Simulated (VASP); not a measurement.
Set up this calculation in VASP 6.6.1, as the native input.

| Item | Value |
| --- | --- |
| Task | single point |
| Functional | PBEsol |
| Potentials or basis | VASP PAW PBE potentials, release 64 (Sn_d, Se) |
| Cutoff | 520 eV |
| k mesh | 9 × 9 × 1 |
| Occupations | gaussian, width 0.05 eV |
| Spin | no spin polarisation |
| Dipole correction | yes |
| Further INCAR settings | ALGO = Normal; EDIFF = 1e-07; NBANDS = 46 |

The structure of Sn4Se3 lies in POSCAR:

```
Sn4Se3
1.0
    4.2041099650      0.0000000000      0.0000000000
   -2.1020549825      3.6408660300      0.0000000000
    0.0000000000      0.0000000000     25.2979242369
Sn Se
4 3
Direct
    0.6666666667      0.3333333333      0.2964670117
    0.3333333333      0.6666666667      0.4321556706
    0.0000000000      0.0000000000      0.5678443294
    0.6666666667      0.3333333333      0.7035329883
    0.0000000000      0.0000000000      0.3643113411
    0.6666666667      0.3333333333      0.5000000000
    0.3333333333      0.6666666667      0.6356886589
```

One way to write it, as run:

INCAR

```
SYSTEM = Sn4Se3
ALGO = Normal ; DIPOL = 0.5 0.5 0.500
EDIFF = 1E-7 ; ENCUT = 520
GGA = PS ; IDIPOL = 3
ISIF = 2 ; ISMEAR = 0
LASPH = .True. ; LCHARG = .True.
LDIPOL = .True. ; LELF = .True.
LREAL = .False. ; LVACPOTAV = .True.
LVHAR = .True. ; LWAVE = .False.
NBANDS = 46 ; NELM = 100
PREC = Accurate ; SIGMA = 0.05
```

KPOINTS

```
k-points
0
Gamma
  9 9 1
  0 0 0
```

Potentials or basis: VASP PAW PBE potentials, release 64 (Sn_d, Se).

Command:

```bash
$ cat potpaw_PBE.64/Sn_d/POTCAR potpaw_PBE.64/Se/POTCAR > POTCAR
$ mpirun -np 1 vasp_std > vasp.out
```

It gave:

The largest force is 0.440 eV/Å. The band gap on the k mesh is zero (band 37 reaches 1.44 eV, above the bottom of band 38 at 1.05 eV).

Caveat: the PAW data sets were made with another functional, which shifts forces and pressure a little; spin-orbit coupling is left out, which moves the levels of the heavy elements.

Run time: 7.5 min on 1 thread of AMD EPYC 7R13 Processor (Zen 3) (shared host), peak memory 0.5 GiB.
